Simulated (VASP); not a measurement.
# HfB2 (P6/mmm) in VASP: notebook

The runs below take HfB2 through single point, with PBE.

All numbers are computed with VASP 6.6.1; they aren't measurements. Logs are shortened: lines on timing, memory, paths and dates and some standing lists are left out, and cuts for length are marked.

**1. The cell of the first run**

Symmetry: P6/mmm, No. 191, hexagonal system. The conventional cell has a = 3.140 Å, b = 3.140 Å, c = 3.584 Å, α = 90.00°, β = 90.00°, γ = 120.00°. Within 3.4 Å of Hf (site symmetry 6/mmm) lie 12 B at 2.55 Å and 6 Hf at 3.14 Å. B (site symmetry -6m2) has 3 B at 1.81 Å within 2.4 Å.

**2. Single point, PBE (zz strain of +3 %)**

File INCAR:

```
PREC = Accurate ; ENCUT = 520
EDIFF = 1E-6 ; ISMEAR = -1
SIGMA = 0.05 ; LREAL = False
LASPH = True ; NELM = 100
ALGO = Normal ; ISIF = 2
LWAVE = False ; LCHARG = False
GGA = PE ; NBANDS = 15
```

File KPOINTS:

```
regular mesh
0
Gamma
  13 13 11
```

File POSCAR:

```
HfB2
1.0
    3.1400001005      0.0000000000      0.0000000000
   -1.5700000503      2.7193198549      0.0000000000
    0.0000000000      0.0000000000      3.5844000000
Hf B
1 2
Direct
    0.0000000000      0.0000000000      0.0000000000
    0.3333333333      0.6666666667      0.5000000000
    0.6666666667      0.3333333333      0.5000000000
```

Potentials or basis: VASP PAW PBE potentials, release 64 (Hf_pv, B).

On the command line:

```console
cat potpaw_PBE.64/Hf_pv/POTCAR potpaw_PBE.64/B/POTCAR > POTCAR
mpirun -np 1 vasp_std > vasp.out
```

OUTCAR:

```text
PREC = Accurate
   ENCUT = 520
   EDIFF = 1E-6
   ISMEAR = -1
   LREAL = False
   LASPH = True
   NELM = 100
   ISIF = 2
   GGA = PE

 ion  position               nearest neighbor table
   1  0.000  0.000  0.000-   2 2.55   3 2.55   2 2.55   3 2.55   3 2.55   3 2.55   2 2.55   2 2.55
                             3 2.55   3 2.55   2 2.55   2 2.55
   2  0.333  0.667  0.500-   3 1.81   3 1.81   3 1.81   1 2.55   1 2.55   1 2.55   1 2.55   1 2.55
                             1 2.55
   3  0.667  0.333  0.500-   2 1.81   2 1.81   2 1.81   1 2.55   1 2.55   1 2.55   1 2.55   1 2.55
                             1 2.55

  LATTYP: Found a hexagonal cell.
 ALAT       =     3.1400001005
 C/A-ratio  =     1.1415286259

  Lattice vectors:

 A1 = (   3.1400001005,   0.0000000000,   0.0000000000)
 A2 = (  -1.5700000503,   2.7193198549,   0.0000000000)
 A3 = (   0.0000000000,   0.0000000000,   3.5844000000)

Analysis of symmetry for initial positions (statically):
=====================================================================
 Subroutine PRICEL returns:
 Original cell was already a primitive cell.

 Routine SETGRP: Setting up the symmetry group for a
 hexagonal supercell.

 Subroutine GETGRP returns: Found 24 space group operations
 (whereof 24 operations were pure point group operations)
 out of a pool of 24 trial point group operations.

The static configuration has the point symmetry D_6h.

Analysis of symmetry for dynamics (positions and initial velocities):
=====================================================================
 Subroutine PRICEL returns:
 Original cell was already a primitive cell.

 Routine SETGRP: Setting up the symmetry group for a
 hexagonal supercell.

 Subroutine GETGRP returns: Found 24 space group operations
 (whereof 24 operations were pure point group operations)
 out of a pool of 24 trial point group operations.

The dynamic configuration has the point symmetry D_6h.

 Subroutine INISYM returns: Found 24 space group operations
 (whereof 24 operations are pure point group operations),
 and found     1 'primitive' translations

----------------------------------------------------------------------------------------

                                     Primitive cell

  volume of cell :      30.6060

  direct lattice vectors                    reciprocal lattice vectors
     3.140000101  0.000000000  0.000000000     0.318471327  0.183869507  0.000000000
    -1.570000050  2.719319855  0.000000000     0.000000000  0.367739013  0.000000000
[... 93 lines left out ...]
   ISIF   =      2    stress and relaxation
   ISYM   =      2    0-nonsym 1-usesym 2-fastsym
   POTIM  = 0.5000    time-step for ionic-motion
   TEBEG  =    0.0;   TEEND  =   0.0 temperature during run
   PSTRESS=    0.0 pullay stress
   NELECT =      16.0000    total number of electrons
   NUPDOWN=      -1.0000    fix difference up-down
   EMIN   =  10.00;   EMAX   =-10.00  energy-range for DOS
   EFERMI =   0.00;   METHOD = LEGACY
   ISMEAR =    -1;   SIGMA  =   0.05  broadening in eV -4-tet -1-fermi 0-gaus
   EFERMI_NEDOS =   21; number of points for ismear=-14 and -15
   IALGO  =     38    algorithm
   IMIX   =      4    mixing-type and parameters
     AMIX     =   0.40;   BMIX     =  1.00
     AMIX_MAG =   1.60;   BMIX_MAG =  1.00
  volume/ion in A,a.u.               =      10.20        68.85
  Fermi-wavevector in a.u.,A,eV,Ry     =   1.318801  2.492173 23.663752  1.739237
  Thomas-Fermi vector in A             =   2.448745
   LORBIT       =      0    0 simple, 1 ext, 2 COOP (PROOUT), +10 PAW based schemes
   GGA     = PE    functional components
   LHFCALC =     F    Hartree Fock is set to
   AEXX    =    0.0000 exact exchange contribution
   IVDW    =     0    specifies the selected vdW correction
   LEPSILON=     F    determine dielectric tensor
   LRPA    =     F    only Hartree local field effects (RPA)
 non-spin polarized calculation
  energy-cutoff  :      520.00
  volume of cell :       30.61
 maximum number of plane-waves:       842
 NGX is ok and might be reduce to    24
   NGX = 11   NGY = 11   NGZ = 13

 number of electron      15.9999999 magnetization

 Free energy of the ion-electron system (eV)
  ---------------------------------------------------
  ext. energy  EPLUGINS =         0.00000000
  ---------------------------------------------------
  free energy    TOTEN  =       -26.37297323 eV

  energy without entropy =      -26.37131843  energy(sigma->0) =      -26.37214583

 E-fermi :   7.4841     XC(G=0): -12.4538

 val. band max:        7.4612762997   @ k =   0.3077   0.1538   0.0000
 cond. band min:       7.4904538803   @ k =   0.0769   0.0769   0.3636
 fundamental gap:      0.0291775805
 Fermi energy:         7.4841136942

 k-point     1 :       0.0000    0.0000    0.0000
  band No.  band energies     occupation
      1     -23.3556      2.00000
      2     -22.8431      2.00000
      3     -22.8431      2.00000
      4      -6.1643      2.00000
      5       4.3455      2.00000
      6       4.4025      2.00000
      7       4.8082      2.00000
      8       4.8082      2.00000
      9      11.3396      0.00000
     10      11.3396      0.00000
     11      11.6891      0.00000
     12      11.6891      0.00000
     13      12.5260      0.00000
     14      12.5260      0.00000
[... 401 lines left out ...]
      2     -23.0095      2.00000
      3     -22.8794      2.00000
      4      -5.5660      2.00000
      5       3.3124      2.00000
      6       3.6158      2.00000
      7       4.7360      2.00000
      8       5.4451      2.00000
      9       9.5578      0.00000
     10      10.1278      0.00000
     11      11.7690      0.00000
     12      11.9509      0.00000
     13      12.8361      0.00000
     14      14.4077      0.00000
     15      14.6610      0.00000

 [... further k-points ...]
[... 5 lines left out ...]
  --------------------------------------------------------------------------------------
  -------------------------------------------------------------------------------------
  Total       -0.4937123     -0.4937123     -2.1884251      0.0000000      0.0000000     -0.0000000
  in kB      -25.8450945    -25.8450945   -114.5607489      0.0000000      0.0000000     -0.0000000
  external PRESSURE =     -55.4169793 kB  Pullay stress =       0.0000000 kB

 VOLUME and BASIS-vectors are now :
 -----------------------------------------------------------------------------
  energy-cutoff  :      520.00
  volume of cell :       30.61
      direct lattice vectors                 reciprocal lattice vectors
     3.140000101  0.000000000  0.000000000     0.318471327  0.183869507  0.000000000
    -1.570000050  2.719319855  0.000000000     0.000000000  0.367739013  0.000000000
     0.000000000  0.000000000  3.584400000     0.000000000  0.000000000  0.278986720

 POSITION                                       TOTAL-FORCE (eV/Angst)
 -----------------------------------------------------------------------------------
      0.00000      0.00000      0.00000         0.000000      0.000000     -0.000000
     -0.00000      1.81288      1.79220         0.000000      0.000000     -0.000000
      1.57000      0.90644      1.79220        -0.000000     -0.000000      0.000000
 -----------------------------------------------------------------------------------
    total drift:                               -0.000000      0.000000      0.000000

  FREE ENERGIE OF THE ION-ELECTRON SYSTEM (eV)
  ---------------------------------------------------
  free  energy   TOTEN  =       -26.3729732296 eV

  energy  without entropy=      -26.3713184342  energy(sigma->0) =      -26.37214583
```

OSZICAR:

```text
N       E                     dE             d eps       ncg     rms          rms(c)
DAV:   1     0.281886281842E+02    0.28189E+02   -0.78879E+03  3780   0.100E+03
DAV:   2    -0.272674044241E+02   -0.55456E+02   -0.51955E+02  4985   0.219E+02
DAV:   3    -0.288233456589E+02   -0.15559E+01   -0.15483E+01  4935   0.268E+01
DAV:   4    -0.288302064374E+02   -0.68608E-02   -0.68597E-02  4417   0.219E+00
DAV:   5    -0.288302487206E+02   -0.42283E-04   -0.42274E-04  4914   0.152E-01    0.488E+01
DAV:   6    -0.264767469222E+02    0.23535E+01   -0.28764E+00  4571   0.122E+01    0.366E+01
DAV:   7    -0.264255574782E+02    0.51189E-01   -0.88066E-01  4802   0.666E+00    0.126E+01
DAV:   8    -0.263782902443E+02    0.47267E-01   -0.19350E-01  4375   0.332E+00    0.167E+00
DAV:   9    -0.263732952944E+02    0.49949E-02   -0.19308E-02  4403   0.111E+00    0.491E-01
DAV:  10    -0.263729647187E+02    0.33058E-03   -0.10078E-03  4844   0.269E-01    0.256E-01
DAV:  11    -0.263729762095E+02   -0.11491E-04   -0.78042E-05  4543   0.657E-02    0.113E-01
DAV:  12    -0.263729732404E+02    0.29690E-05   -0.38231E-06  4711   0.137E-02    0.644E-03
DAV:  13    -0.263729732296E+02    0.10831E-07   -0.30021E-07  2261   0.464E-03
   1 F= -.26372973E+02 E0= -.26372146E+02  d E =-.165480E-02
```

stdout:

```text
POSCAR found type information on POSCAR HfB
 POSCAR found :  2 types and       3 ions
 scaLAPACK will be used
 LDA part: xc-table for (Slater+PW92), standard interpolation
 POSCAR, INCAR and KPOINTS ok, starting setup
 FFT: planning ... GRIDC
 FFT: planning ... GRID_SOFT
 FFT: planning ... GRID
 WAVECAR not read
 entering main loop
```

Run time: 17 s. Hardware: 1 thread of Intel Xeon 6975P-C (Granite Rapids), shared host; peak memory 0.18 GiB.

What came out:

```yaml
Free_energy: -26.3730 eV
Pressure: -5.5 GPa
Band_gap_on_the_k_mesh: zero (band 8 reaches 8.33 eV, above the bottom of band 9 at 7.01 eV)
```

Levels at points of the mesh, in eV from the Fermi level:
```
           k point  band 6  band 7  band 8  band 9  band 10  band 11
(0.00, 0.00, 0.00)   -3.08   -2.68   -2.68    3.86     3.86     4.20
```

Caveat: the cell differs from its parent crystal (zz strain of +3 %); spin-orbit coupling is left out, which moves the levels of the heavy elements.

**3. Single point, PBE (zz strain of -3 %)**

File INCAR:

```
SYSTEM = HfB2
PREC     = Accurate       ! precision mode
ENCUT    = 520            ! plane-wave cutoff, eV
EDIFF    = 1E-7           ! SCF threshold, eV
ISMEAR   = -1             ! smearing method
SIGMA    = 0.05           ! smearing width, eV
LREAL    = .FALSE.        ! projectors in reciprocal space
LASPH    = .TRUE.         ! aspherical terms in the spheres
NELM     = 80             ! most SCF steps
ALGO     = Normal         ! electronic algorithm
ISIF     = 2              ! what is computed and relaxed
LWAVE    = .FALSE.        ! write WAVECAR
LCHARG   = .FALSE.        ! write CHGCAR
GGA      = PE             ! functional
NBANDS   = 15             ! bands
```

File KPOINTS:

```
Automatic mesh
0
G
  13 13 11
  0 0 0
```

Edit POSCAR of step 2 so:

```diff
@@ -4,3 +4,3 @@
    -1.5700000503      2.7193198549      0.0000000000
-    0.0000000000      0.0000000000      3.5844000000
+    0.0000000000      0.0000000000      3.3756000000
 Hf B
```

Potentials or basis: VASP PAW PBE potentials, release 64 (Hf_pv, B).

On the command line:

```console
cat potpaw_PBE.64/Hf_pv/POTCAR potpaw_PBE.64/B/POTCAR > POTCAR
mpirun -np 1 vasp_std > vasp.out
```

Run time: 18 s. Hardware: 1 thread of Intel Xeon 6975P-C (Granite Rapids), shared host; peak memory 0.18 GiB.

It converged, with:

| Item | Value |
| --- | --- |
| Free energy | -26.3548 eV |
| Pressure | 8.9 GPa |
| Band gap on the k mesh | zero (band 8 reaches 8.68 eV, above the bottom of band 9 at 7.55 eV) |

Stress tensor (GPa, compression positive):
```
 5.24  0.00  0.00
 0.00  5.24  0.00
 0.00  0.00 16.07
```

Levels at points of the mesh, in eV from the Fermi level:
```csv
k point,band 5,band 6,band 7,band 8,band 9,band 10,band 11,band 12
"(0.00, 0.00, 0.00)",-3.30,-3.30,-3.06,-2.61,4.05,4.05,4.64,4.79
```

Caveat: the cell differs from its parent crystal (zz strain of -3 %); spin-orbit coupling is left out, which moves the levels of the heavy elements.
